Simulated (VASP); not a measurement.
# BaTiO3 (Pm-3m) in VASP: single point with HSE06

Aim: the single point of BaTiO3 with HSE06.

All numbers are computed with VASP 6.6.1; they aren't measurements. Logs are shortened: lines on timing, memory, paths and dates and some standing lists are left out, and cuts for length are marked.

## (1) The cell of the first run

It takes space group Pm-3m (No. 221, cubic). Conventional cell: a = 3.994 Å, b = 3.994 Å, c = 3.994 Å, α = 90.00°, β = 90.00°, γ = 90.00°. Within 3.7 Å of Ba (site symmetry m-3m) lie 12 O at 2.82 Å and 8 Ti at 3.46 Å. Within 2.6 Å of Ti (site symmetry m-3m) lie 6 O at 2.00 Å. O (site symmetry 4/mmm) has 2 Ti at 2.00 Å within 2.6 Å.

## (2) Single point, HSE06

File POSCAR:

```
BaTiO3
1.0
    3.9940965200      0.0000000000      0.0000000000
    0.0000000000      3.9940965200      0.0000000000
    0.0000000000      0.0000000000      3.9940965200
Ba Ti O
1 1 3
Direct
    0.0000000000      0.0000000000      0.0000000000
    0.5000000000      0.5000000000      0.5000000000
    0.5000000000      0.5000000000      0.0000000000
    0.5000000000      0.0000000000      0.5000000000
    0.0000000000      0.5000000000      0.5000000000
```

File INCAR.step1:

```
PREC = Accurate
ENCUT = 520
EDIFF = 1E-5
ISMEAR = 0
SIGMA = 0.01
LREAL = F
LASPH = T
NELM = 100
ALGO = Normal
ISIF = 2
LWAVE = T
LCHARG = F
GGA = PE
NBANDS = 28
```

File INCAR.step2:

```
PREC = Accurate
ENCUT = 520
EDIFF = 1E-6
ISMEAR = 0
SIGMA = 0.01
LREAL = F
LASPH = T
NELM = 100
ALGO = Normal
ISIF = 2
LWAVE = F
LCHARG = F
GGA = PE
LHFCALC = T
HFSCREEN = 0.2079
PRECFOCK = Fast
ISTART = 1
NBANDS = 28
```

File KPOINTS:

```
regular mesh
0
Gamma
  4 4 4
```

Potentials or basis: VASP PAW PBE potentials, release 64 (Ba_sv, Ti_sv, O).

On the command line:

```sh
> cat potpaw_PBE.64/Ba_sv/POTCAR potpaw_PBE.64/Ti_sv/POTCAR potpaw_PBE.64/O/POTCAR > POTCAR
> cp INCAR.step1 INCAR
> mpirun -np 1 vasp_std > vasp.out
> cp INCAR.step2 INCAR
> mpirun -np 1 vasp_std > vasp.out
```

OUTCAR:

```text
PREC = Accurate
   ENCUT = 520
   EDIFF = 1E-6
   ISMEAR = 0
   LREAL = F
   LASPH = T
   NELM = 100
   ISIF = 2
   GGA = PE
   LHFCALC = T
   HFSCREEN = 0.2079
   PRECFOCK = Fast
   ISTART = 1

 ion  position               nearest neighbor table
   1  0.000  0.000  0.000-   3 2.82   4 2.82   5 2.82   4 2.82   5 2.82   3 2.82   5 2.82   5 2.82
                             3 2.82   4 2.82   4 2.82   3 2.82   2 3.46   2 3.46   2 3.46   2 3.46
   2  0.500  0.500  0.500-   3 2.00   4 2.00   5 2.00   3 2.00   4 2.00   5 2.00   1 3.46   1 3.46
                             1 3.46   1 3.46   1 3.46   1 3.46   1 3.46   1 3.46
   3  0.500  0.500  0.000-   2 2.00   2 2.00   1 2.82   1 2.82   1 2.82   1 2.82
   4  0.500  0.000  0.500-   2 2.00   2 2.00   1 2.82   1 2.82   1 2.82   1 2.82
   5  0.000  0.500  0.500-   2 2.00   2 2.00   1 2.82   1 2.82   1 2.82   1 2.82

  LATTYP: Found a simple cubic cell.
 ALAT       =     3.9940965200

  Lattice vectors:

 A1 = (   3.9940965200,   0.0000000000,   0.0000000000)
 A2 = (   0.0000000000,   3.9940965200,   0.0000000000)
 A3 = (   0.0000000000,   0.0000000000,   3.9940965200)

Analysis of symmetry for initial positions (statically):
=====================================================================
 Subroutine PRICEL returns:
 Original cell was already a primitive cell.

 Routine SETGRP: Setting up the symmetry group for a
 simple cubic supercell.

 Subroutine GETGRP returns: Found 48 space group operations
 (whereof 48 operations were pure point group operations)
 out of a pool of 48 trial point group operations.

The static configuration has the point symmetry O_h .

Analysis of symmetry for dynamics (positions and initial velocities):
=====================================================================
 Subroutine PRICEL returns:
 Original cell was already a primitive cell.

 Routine SETGRP: Setting up the symmetry group for a
 simple cubic supercell.

 Subroutine GETGRP returns: Found 48 space group operations
 (whereof 48 operations were pure point group operations)
 out of a pool of 48 trial point group operations.

The dynamic configuration has the point symmetry O_h .

 Subroutine INISYM returns: Found 48 space group operations
 (whereof 48 operations are pure point group operations),
 and found     1 'primitive' translations

[... 91 lines left out ...]
   ISIF   =      2    stress and relaxation
   ISYM   =      3    0-nonsym 1-usesym 2-fastsym
   POTIM  = 0.5000    time-step for ionic-motion
   TEBEG  =    0.0;   TEEND  =   0.0 temperature during run
   PSTRESS=    0.0 pullay stress
   NELECT =      40.0000    total number of electrons
   NUPDOWN=      -1.0000    fix difference up-down
   EMIN   =  10.00;   EMAX   =-10.00  energy-range for DOS
   EFERMI =   0.00;   METHOD = LEGACY
   ISMEAR =     0;   SIGMA  =   0.01  broadening in eV -4-tet -1-fermi 0-gaus
   EFERMI_NEDOS =   21; number of points for ismear=-14 and -15
   IALGO  =     38    algorithm
   IMIX   =      1    mixing-type and parameters
     AMIX     =   0.40;   BMIX     =  1.00
     AMIX_MAG =   1.60;   BMIX_MAG =  1.00
  volume/ion in A,a.u.               =      12.74        86.00
  Fermi-wavevector in a.u.,A,eV,Ry     =   1.401768  2.648958 26.734832  1.964955
  Thomas-Fermi vector in A             =   2.524597
   LORBIT       =      0    0 simple, 1 ext, 2 COOP (PROOUT), +10 PAW based schemes
   GGA     = PE    functional components
   LHFCALC =     T    Hartree Fock is set to
   PRECFOCK=fast      Normal, Fast or Accurate (Low or Medium for compatibility)
   ENCUT4O =  -1.0   cutoff for four orbital integrals eV
   NKREDX  =     1    reduce k-point grid by
   NKREDY  =     1    reduce k-point grid by
   NKREDZ  =     1    reduce k-point grid by
   AEXX    =    0.2500 exact exchange contribution
   HFSCREEN=    0.2079 screening length (either q_TF or 0.3 A-1)
   HFSCREENC=   0.2079 screening length for correlation (either q_TF or 0.3 A-1)
   ENCUTFOCK=  -1.0 apply spherical cutoff to Coloumb kernel
   IVDW    =     0    specifies the selected vdW correction
   LEPSILON=     F    determine dielectric tensor
   LRPA    =     F    only Hartree local field effects (RPA)
 non-spin polarized calculation
 Gauss-broadening in eV      SIGMA  =   0.01
  energy-cutoff  :      520.00
  volume of cell :       63.72
 maximum number of plane-waves:      1747
 NGX is ok and might be reduce to    30
  NGX = 16; NGY = 16; NGZ = 16

 number of electron      39.9999976 magnetization

 Free energy of the ion-electron system (eV)
  ---------------------------------------------------
  ext. energy  EPLUGINS =         0.00000000
  ---------------------------------------------------
  free energy    TOTEN  =       -48.37934822 eV

  energy without entropy =      -48.37934822  energy(sigma->0) =      -48.37934822

 E-fermi :   2.9237     XC(G=0):  -9.2821

 val. band max:        2.8488264144   @ k =   0.5000   0.5000   0.5000
 cond. band min:       5.9895979233   @ k =   0.0000   0.0000   0.0000
 fundamental gap:      3.1407715089
 Fermi energy:         2.9237231179

 k-point     1 :       0.0000    0.0000    0.0000
  band No.  band energies     occupation
      1     -58.1966      2.00000
      2     -32.7408      2.00000
      3     -32.7408      2.00000
      4     -32.7408      2.00000
      5     -23.2699      2.00000
      6     -15.6802      2.00000
[... 299 lines left out ...]
     27      12.3966      0.00000
     28      12.3966      0.00000

------------------------ aborting loop because EDIFF is reached ----------------------------------------

  FORCE on cell =-STRESS in cart. coord.  units (eV):
  Direction    XX          YY          ZZ          XY          YZ          ZX
  --------------------------------------------------------------------------------------
  -------------------------------------------------------------------------------------
  Total       -0.2275360     -0.2275360     -0.2275360      0.0000000     -0.0000000      0.0000000
  in kB       -5.7214347     -5.7214347     -5.7214347      0.0000000     -0.0000000      0.0000000
  external PRESSURE =      -5.7214347 kB  Pullay stress =       0.0000000 kB

 VOLUME and BASIS-vectors are now :
 -----------------------------------------------------------------------------
  energy-cutoff  :      520.00
  volume of cell :       63.72
      direct lattice vectors                 reciprocal lattice vectors
     3.994096520  0.000000000  0.000000000     0.250369513  0.000000000  0.000000000
     0.000000000  3.994096520  0.000000000     0.000000000  0.250369513  0.000000000
     0.000000000  0.000000000  3.994096520     0.000000000  0.000000000  0.250369513

 POSITION                                       TOTAL-FORCE (eV/Angst)
 -----------------------------------------------------------------------------------
      0.00000      0.00000      0.00000         0.000000      0.000000      0.000000
      1.99705      1.99705      1.99705         0.000000      0.000000      0.000000
      1.99705      1.99705      0.00000         0.000000      0.000000      0.000000
      1.99705      0.00000      1.99705         0.000000      0.000000      0.000000
      0.00000      1.99705      1.99705         0.000000      0.000000      0.000000
 -----------------------------------------------------------------------------------
    total drift:                                0.000001     -0.000000      0.000000

  FREE ENERGIE OF THE ION-ELECTRON SYSTEM (eV)
  ---------------------------------------------------
  free  energy   TOTEN  =       -48.3793482159 eV

  energy  without entropy=      -48.3793482159  energy(sigma->0) =      -48.37934822
```

OSZICAR.step1:

```text
N       E                     dE             d eps       ncg     rms          rms(c)
DAV:   1     0.451202980091E+03    0.45120E+03   -0.21307E+04   560   0.155E+03
DAV:   2    -0.460909500766E+01   -0.45581E+03   -0.43606E+03   660   0.430E+02
DAV:   3    -0.485846024930E+02   -0.43976E+02   -0.43638E+02   780   0.134E+02
DAV:   4    -0.508713576085E+02   -0.22868E+01   -0.22822E+01   840   0.252E+01
DAV:   5    -0.509383877870E+02   -0.67030E-01   -0.67021E-01   752   0.345E+00    0.230E+01
DAV:   6    -0.401144906999E+02    0.10824E+02   -0.57197E+01   752   0.658E+01    0.970E+00
DAV:   7    -0.400656435405E+02    0.48847E-01   -0.92149E+00   704   0.217E+01    0.652E+00
DAV:   8    -0.399215673859E+02    0.14408E+00   -0.77221E-01   676   0.770E+00    0.304E+00
DAV:   9    -0.399578324486E+02   -0.36265E-01   -0.23887E-01   760   0.362E+00    0.131E+00
DAV:  10    -0.399381637381E+02    0.19669E-01   -0.10107E-01   612   0.333E+00    0.218E-01
DAV:  11    -0.399379445898E+02    0.21915E-03   -0.45163E-03   708   0.476E-01    0.890E-02
DAV:  12    -0.399380874712E+02   -0.14288E-03   -0.10914E-03   796   0.235E-01    0.123E-01
DAV:  13    -0.399379100205E+02    0.17745E-03   -0.99611E-04   724   0.302E-01    0.340E-02
DAV:  14    -0.399378941758E+02    0.15845E-04   -0.70337E-05   644   0.813E-02    0.291E-03
DAV:  15    -0.399378948273E+02   -0.65151E-06   -0.35699E-06   368   0.159E-02
   1 F= -.39937895E+02 E0= -.39937895E+02  d E =-.274332E-76
```

Run time: 31 min. Hardware: 1 thread of Oxide Virtual Turin-like, shared host; peak memory 0.26 GiB.

Results:

| Quantity | Value |
| --- | --- |
| Free energy | -48.3793 eV |
| Pressure | -0.6 GPa |
| Band gap on the k mesh | 3.14 eV (least direct gap 3.26 eV) |

Levels at points of the mesh, in eV from the valence-band top:
```tsv
k point	band 18	band 19	band 20	band 21	band 22	band 23
(0.00, 0.00, 0.00)	-0.12	-0.12	-0.12	3.14	3.14	3.14
(0.50, 0.00, 0.00)	-1.93	-0.76	-0.76	3.32	5.08	5.08
(0.50, 0.50, 0.00)	-0.92	-0.92	-0.09	5.10	5.10	5.62
(0.50, 0.50, 0.50)	0.00	0.00	0.00	5.89	5.89	5.89
```

Caveat: the PAW data sets were made with another functional, which shifts forces and pressure a little; spin-orbit coupling is left out, which moves the levels of the heavy elements. A k mesh can miss the band edges.
